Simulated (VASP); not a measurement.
# Sn (Cmcm) in VASP: single point with PBEsol

Aim: the single point of Sn with PBEsol.

Program: VASP 6.6.1. These are calculated values, not measurements. Logs are shortened: lines on timing, memory, paths and dates and some standing lists are left out, and cuts for length are marked.

### 1 The cell of the first run

Symmetry: Cmcm, No. 63, orthorhombic system. Conventional cell: a = 3.745 Å, b = 5.296 Å, c = 5.296 Å, α = 90.00°, β = 90.00°, γ = 90.00°. Within 4.3 Å of Sn (site symmetry m2m) lie 14 Sn at 3.24 to 3.82 Å.

### 2 Single point, PBEsol

File INCAR:

```
SYSTEM = Sn
PREC = Accurate
ENCUT = 520
EDIFF = 1E-6
ISMEAR = 0
SIGMA = 0.15
LREAL = .FALSE.
LASPH = .TRUE.
NELM = 60
ALGO = Fast
ISIF = 2
LWAVE = .FALSE.
LCHARG = .FALSE.
GGA = PS
NBANDS = 21
```

File KPOINTS:

```
Automatic mesh
0
G
  20 20 12
  0 0 0
```

File POSCAR:

```
Sn
1.0
   -1.8723950223      1.8723950223      1.8723950223
    1.8723950223     -1.8723950223      1.8723950223
    3.7447900446      3.7447900446      0.0000000000
Sn
2
Direct
    0.0094412073     -0.0094412073      0.0000000000
    0.4905587927      0.5094412073      0.5000000000
```

Potentials or basis: VASP PAW PBE potentials, release 64 (Sn_d).

Command:

```console
> cat potpaw_PBE.64/Sn_d/POTCAR > POTCAR
> mpirun -np 1 vasp_std > vasp.out
```

OUTCAR:

```text
SYSTEM = Sn
   PREC = Accurate
   ENCUT = 520
   EDIFF = 1E-6
   ISMEAR = 0
   LREAL = .FALSE.
   LASPH = .TRUE.
   NELM = 60
   ISIF = 2
   GGA = PS

 ion  position               nearest neighbor table
   1  0.009  0.991  0.000-   2 3.24   2 3.24   2 3.24   2 3.24   2 3.67   2 3.67
   2  0.491  0.509  0.500-   1 3.24   1 3.24   1 3.24   1 3.24   1 3.67   1 3.67

  LATTYP: Found a base centered orthorhombic cell.
 ALAT       =     3.7447900446
 B/A-ratio  =     1.4142135624
 C/A-ratio  =     1.4142135624

  Lattice vectors:

 A1 = (  -1.8723950223,   1.8723950223,   1.8723950223)
 A2 = (   1.8723950223,  -1.8723950223,   1.8723950223)
 A3 = (   3.7447900446,   3.7447900446,   0.0000000000)

Analysis of symmetry for initial positions (statically):
=====================================================================
 Subroutine PRICEL returns:
 Original cell was already a primitive cell.

 Routine SETGRP: Setting up the symmetry group for a
 base centered orthorhombic supercell.

 Subroutine GETGRP returns: Found  8 space group operations
 (whereof  4 operations were pure point group operations)
 out of a pool of  8 trial point group operations.

The static configuration has the point symmetry C_2v.
 The point group associated with its full space group is D_2h.

Analysis of symmetry for dynamics (positions and initial velocities):
=====================================================================
 Subroutine PRICEL returns:
 Original cell was already a primitive cell.

 Routine SETGRP: Setting up the symmetry group for a
 base centered orthorhombic supercell.

 Subroutine GETGRP returns: Found  8 space group operations
 (whereof  4 operations were pure point group operations)
 out of a pool of  8 trial point group operations.

The dynamic configuration has the point symmetry C_2v.
 The point group associated with its full space group is D_2h.

 Subroutine INISYM returns: Found  8 space group operations
 (whereof  4 operations are pure point group operations),
 and found     1 'primitive' translations

----------------------------------------------------------------------------------------

                                     Primitive cell

  volume of cell :      52.5149

  direct lattice vectors                    reciprocal lattice vectors
    -1.872395022  1.872395022  1.872395022    -0.133518834  0.133518834  0.267037668
     1.872395022 -1.872395022  1.872395022     0.133518834 -0.133518834  0.267037668
     3.744790045  3.744790045  0.000000000     0.133518834  0.133518834  0.000000000

  length of vectors
     3.243083310  3.243083310  5.295932869     0.327053014  0.327053014  0.188824146

  position of ions in fractional coordinates (direct lattice)
     0.009441207  0.990558793  0.000000000
     0.490558793  0.509441207  0.500000000

  ion indices of the primitive-cell ions
   primitive index   ion index
                 1           1
                 2           2

----------------------------------------------------------------------------------------

 KPOINTS: Automatic mesh

Automatic generation of k-mesh.
 Grid dimensions read from file:
 generate k-points for:   20   20   12

 Generating k-lattice:

  Cartesian coordinates                     Fractional coordinates (reciprocal lattice)
    -0.006675942  0.006675942  0.013351883     0.050000000  0.000000000  0.000000000
     0.006675942 -0.006675942  0.013351883     0.000000000  0.050000000  0.000000000
     0.011126569  0.011126569  0.000000000     0.000000000  0.000000000  0.083333333

  Length of vectors
     0.016352651  0.016352651  0.015735345

  Shift w.r.t. Gamma in fractional coordinates (k-lattice)
     0.000000000  0.000000000  0.000000000

 Subroutine IBZKPT returns following result:
 ===========================================

 Found    777 irreducible k-points:

 Following reciprocal coordinates:
            Coordinates               Weight
  0.000000  0.000000  0.000000      1.000000
  0.050000  0.000000  0.000000      4.000000
  0.100000  0.000000  0.000000      4.000000
  0.150000  0.000000  0.000000      4.000000
  0.200000  0.000000  0.000000      4.000000
  0.250000  0.000000  0.000000      4.000000
[... 16 lines left out ...]
 -0.400000  0.050000  0.000000      4.000000
 -0.350000  0.050000  0.000000      4.000000
 [... further k-points ...]
   k-points           NKPTS =    777   k-points in BZ     NKDIM =    777   number of bands    NBANDS=     21
   number of dos      NEDOS =    301   number of ions     NIONS =      2
   total plane-waves  NPLWV =  23040
   dimension x,y,z NGX =    24 NGY =   24 NGZ =   40
   dimension x,y,z NGXF=    48 NGYF=   48 NGZF=   80
   ions per type =               2
   NGX,Y,Z   is equivalent  to a cutoff of  12.30, 12.30, 12.56 a.u.
   NGXF,Y,Z  is equivalent  to a cutoff of  24.61, 24.61, 25.11 a.u.
 SYSTEM =  Sn
   PREC   = accura    normal or accurate (medium, high low for compatibility)
   ISTART =      0    job   : 0-new  1-cont  2-samecut
   ICHARG =      2    charge: 1-file 2-atom 10-const
   ISPIN  =      1    spin polarized calculation?
   LNONCOLLINEAR =      F non collinear calculations
   LSORBIT =      F    spin-orbit coupling
   LASPH  =      T    aspherical Exc in radial PAW
   ENCUT  =  520.0 eV  38.22 Ry    6.18 a.u.   6.03  6.03  9.85*2*pi/ulx,y,z
   NELM   =     60;   NELMIN=  2; NELMDL= -5     # of ELM steps
   EDIFF  = 0.1E-05   stopping-criterion for ELM
   LREAL  =      F    real-space projection
   EDIFFG = 0.1E-04   stopping-criterion for IOM
   NSW    =      0    number of steps for IOM
   IBRION =     -1    ionic relax: 0-MD 1-quasi-New 2-CG
   NFREE  =      0    steps in history (QN), initial steepest desc. (CG)
   ISIF   =      2    stress and relaxation
   ISYM   =      2    0-nonsym 1-usesym 2-fastsym
   POTIM  = 0.5000    time-step for ionic-motion
   TEBEG  =    0.0;   TEEND  =   0.0 temperature during run
   PSTRESS=    0.0 pullay stress
   NELECT =      28.0000    total number of electrons
   NUPDOWN=      -1.0000    fix difference up-down
   EMIN   =  10.00;   EMAX   =-10.00  energy-range for DOS
   EFERMI =   0.00;   METHOD = LEGACY
   ISMEAR =     0;   SIGMA  =   0.15  broadening in eV -4-tet -1-fermi 0-gaus
   EFERMI_NEDOS =   21; number of points for ismear=-14 and -15
   IALGO  =     68    algorithm
   IMIX   =      4    mixing-type and parameters
     AMIX     =   0.40;   BMIX     =  1.00
     AMIX_MAG =   1.60;   BMIX_MAG =  1.00
  volume/ion in A,a.u.               =      26.26       177.19
  Fermi-wavevector in a.u.,A,eV,Ry     =   1.327496  2.508605 23.976824  1.762247
  Thomas-Fermi vector in A             =   2.456804
   LORBIT       =      0    0 simple, 1 ext, 2 COOP (PROOUT), +10 PAW based schemes
   GGA     = PS    functional components
   LHFCALC =     F    Hartree Fock is set to
   AEXX    =    0.0000 exact exchange contribution
   IVDW    =     0    specifies the selected vdW correction
   LEPSILON=     F    determine dielectric tensor
   LRPA    =     F    only Hartree local field effects (RPA)
 non-spin polarized calculation
 RMM-DIIS sequential band-by-band and
 Gauss-broadening in eV      SIGMA  =   0.15
  energy-cutoff  :      520.00
  volume of cell :       52.51
 maximum number of plane-waves:      1434
   NGX = 13   NGY = 13   NGZ = 19

 number of electron      27.9999996 magnetization

 Free energy of the ion-electron system (eV)
  ---------------------------------------------------
  ext. energy  EPLUGINS =         0.00000000
  ---------------------------------------------------
  free energy    TOTEN  =        -8.46734215 eV

  energy without entropy =       -8.45447917  energy(sigma->0) =       -8.46091066

 E-fermi :   8.3394     XC(G=0): -10.6692

 val. band max:        8.3388876687   @ k =  -0.4000   0.1500   0.1667
 cond. band min:       8.3395413719   @ k =   0.3000   0.2500   0.1667
 fundamental gap:      0.0006537032
 Fermi energy:         8.3394076004

 k-point     1 :       0.0000    0.0000    0.0000
  band No.  band energies     occupation
      1     -13.1708      2.00000
      2     -13.1193      2.00000
      3     -13.1185      2.00000
      4     -13.1181      2.00000
      5     -13.1035      2.00000
      6     -12.9731      2.00000
[... 13 lines left out ...]
     20      16.9346      0.00000
     21      20.5481      0.00000

 k-point     2 :       0.0500    0.0000    0.0000
  band No.  band energies     occupation
      1     -13.1680      2.00000
      2     -13.1193      2.00000
      3     -13.1175      2.00000
      4     -13.1142      2.00000
      5     -13.1014      2.00000
      6     -12.9734      2.00000
[... 13 lines left out ...]
     20      17.3755      0.00000
     21      19.9803      0.00000

 k-point     3 :       0.1000    0.0000    0.0000
  band No.  band energies     occupation
      1     -13.1606      2.00000
      2     -13.1206      2.00000
      3     -13.1157      2.00000
      4     -13.1007      2.00000
      5     -13.0945      2.00000
      6     -12.9748      2.00000
[... 13 lines left out ...]
     20      18.7193      0.00000
     21      19.3725      0.00000

 k-point     4 :       0.1500    0.0000    0.0000
  band No.  band energies     occupation
      1     -13.1513      2.00000
      2     -13.1224      2.00000
      3     -13.1129      2.00000
      4     -13.0834      2.00000
      5     -13.0787      2.00000
      6     -12.9810      2.00000
[... 13 lines left out ...]
     20      18.9978      0.00000
     21      19.0732      0.00000

 k-point     5 :       0.2000    0.0000    0.0000
  band No.  band energies     occupation
      1     -13.1437      2.00000
      2     -13.1243      2.00000
      3     -13.1090      2.00000
      4     -13.0663      2.00000
      5     -13.0521      2.00000
      6     -12.9889      2.00000
[... 13 lines left out ...]
     20      18.8201      0.00000
     21      18.8686      0.00000
[... 382 lines left out ...]
     20      18.3206      0.00000
     21      20.2042      0.00000

 k-point    22 :      -0.4500    0.0500    0.0000
  band No.  band energies     occupation
      1     -13.1424      2.00000
      2     -13.1221      2.00000
      3     -13.0890      2.00000
      4     -13.0491      2.00000
      5     -13.0091      2.00000
      6     -12.9897      2.00000
[... 13 lines left out ...]
     20      18.6431      0.00000
     21      19.9840      0.00000

 k-point    23 :      -0.4000    0.0500    0.0000
  band No.  band energies     occupation
      1     -13.1408      2.00000
      2     -13.1212      2.00000
      3     -13.0983      2.00000
      4     -13.0402      2.00000
      5     -13.0189      2.00000
      6     -12.9873      2.00000
[... 13 lines left out ...]
     20      19.0319      0.00000
     21      19.8342      0.00000

 k-point    24 :      -0.3500    0.0500    0.0000
  band No.  band energies     occupation
      1     -13.1382      2.00000
      2     -13.1207      2.00000
      3     -13.1056      2.00000
      4     -13.0298      2.00000
      5     -13.0295      2.00000
      6     -12.9847      2.00000
[... 13 lines left out ...]
     20      19.4746      0.00000
     21      19.5335      0.00000

 [... further k-points ...]

------------------------ aborting loop because EDIFF is reached ----------------------------------------

  FORCE on cell =-STRESS in cart. coord.  units (eV):
  Direction    XX          YY          ZZ          XY          YZ          ZX
  --------------------------------------------------------------------------------------
  -------------------------------------------------------------------------------------
  Total       -0.1282003     -0.1282003     -0.1137326     -0.0242898      0.0000000      0.0000000
  in kB       -3.9112643     -3.9112643     -3.4698684     -0.7410567      0.0000000      0.0000000
  external PRESSURE =      -3.7641323 kB  Pullay stress =       0.0000000 kB

 VOLUME and BASIS-vectors are now :
 -----------------------------------------------------------------------------
  energy-cutoff  :      520.00
  volume of cell :       52.51
      direct lattice vectors                 reciprocal lattice vectors
    -1.872395022  1.872395022  1.872395022    -0.133518834  0.133518834  0.267037668
     1.872395022 -1.872395022  1.872395022     0.133518834 -0.133518834  0.267037668
     3.744790045  3.744790045  0.000000000     0.133518834  0.133518834  0.000000000

 POSITION                                       TOTAL-FORCE (eV/Angst)
 -----------------------------------------------------------------------------------
      1.83704     -1.83704      1.87240        -0.000109      0.000109      0.000000
      1.90775      1.83704      1.87240         0.000109     -0.000109      0.000000
 -----------------------------------------------------------------------------------
    total drift:                               -0.000000     -0.000000      0.000000

  FREE ENERGIE OF THE ION-ELECTRON SYSTEM (eV)
  ---------------------------------------------------
  free  energy   TOTEN  =        -8.4673421502 eV

  energy  without entropy=       -8.4544791719  energy(sigma->0) =       -8.46091066
```

It took 4 min on 1 thread of Intel Xeon 6975P-C (Granite Rapids), shared host; peak memory 0.69 GiB.

Results:

```yaml
Free_energy: -8.4673 eV
Pressure: -0.4 GPa
Band_gap_on_the_k_mesh: zero (bands 14 and 15 overlap by 6.79 eV)
```

Caveat: the PAW data sets were made with another functional, which shifts forces and pressure a little; spin-orbit coupling is left out, which moves the levels of the heavy elements.
